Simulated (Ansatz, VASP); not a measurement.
ZrBRu in VASP and in Ansatz

The input INCAR:

```
SYSTEM = ZrBRu
PREC = Accurate
ENCUT = 520
EDIFF = 1E-6
ISMEAR = 1
SIGMA = 0.1462
LREAL = .FALSE.
LASPH = .TRUE.
NELM = 80
ALGO = Normal
ISIF = 2
LWAVE = .FALSE.
LCHARG = .TRUE.
GGA = RP
LELF = .TRUE.
LVHAR = .TRUE.
NBANDS = 54
```

The input KPOINTS:

```
regular mesh
0
G
  4 4 5
  0 0 0
```

The input POSCAR:

```
ZrBRu
1.0
    3.0802400000      5.3351320000      0.0000000000
   -3.0802400000      5.3351320000      0.0000000000
    0.0000000000      0.0000000000      3.3842180000
Ru Zr B
3 3 3
Direct
    0.2480000000      0.7520000000      0.0000000000
    0.7520000000      0.0000000000      0.0000000000
    0.0000000000      0.2480000000      0.0000000000
    0.5800000000      0.4200000000      0.5000000000
    0.4200000000      0.0000000000      0.5000000000
    0.0000000000      0.5800000000      0.5000000000
    0.0000000000      0.0000000000      0.5000000000
    0.3333000000      0.3334000000      0.0000000000
    0.6667000000      0.6666000000      0.0000000000
```

Input for Ansatz:

```yaml
crystal:
  lattice:
    - [3.08024, 5.335132, 0.0]
    - [-3.08024, 5.335132, 0.0]
    - [0.0, 0.0, 3.384218]
  atoms:
    - { symbol: Ru, position: [0.248, 0.752, 0.0] }
    - { symbol: Ru, position: [0.752, 0.0, 0.0] }
    - { symbol: Ru, position: [0.0, 0.248, 0.0] }
    - { symbol: Zr, position: [0.58, 0.42, 0.5] }
    - { symbol: Zr, position: [0.42, 0.0, 0.5] }
    - { symbol: Zr, position: [0.0, 0.58, 0.5] }
    - { symbol: B, position: [0.0, 0.0, 0.5] }
    - { symbol: B, position: [0.3333, 0.3334, 0.0] }
    - { symbol: B, position: [0.6667, 0.6666, 0.0] }
  symmetry: { tolerance: 0.0003 }
kpoints:
  mp_grid: { grid: [4, 4, 5], shift: [0, 0, 0] }
magnetization:
  spin_polarized: false
scf:
  occupations: { method: cold, width: 0.1462 }
hamiltonian:
  pseudopotentials: { kind: paw }
  xc: rpbe
basis:
  ecutwfc: 420
output:
  forces: true
  stress: true
  eigenvalues: true
```

Alike in both runs: task single point; functional RPBE; k mesh 4 × 4 × 5; no spin polarisation.

|  | VASP | Ansatz |
| --- | --- | --- |
| version | VASP 6.6.1 | Ansatz 0.2.0 |
| potentials or method | VASP PAW PBE potentials, release 64 (Ru_pv, Zr_sv, B), cutoff 520 eV | PAW plane waves |
| occupations | methfessel-paxton of order 1, width 0.1462 eV | cold, width 0.1462 eV |
| valence electrons in the cell | 87 | 93 |

```tsv
	VASP	Ansatz	Ansatz less VASP
gap on the k mesh at the Fermi level (eV)	none	none	-
pressure (GPa)	26.3	26.2	-0.08
traceless stress, the component that is largest in VASP (GPa)	-16.00	-16.15	-0.149
rms of the force components (eV/Å)	0.268	0.270	+0.0014
```

VASP's potentials were made for PBE, not for RPBE. Atom by atom the forces differ by 0.002 eV/Å (rms over components). A gap of «none» marks a metal or a gap that the smearing closes. VASP's potentials hold 87 valence electrons a cell and Ansatz's 93, so a difference there can come from the potentials and not from the codes. Ansatz's warnings: structure snapped to symmetry.

The k mesh is coarse, so the values compare programs but aren't converged.
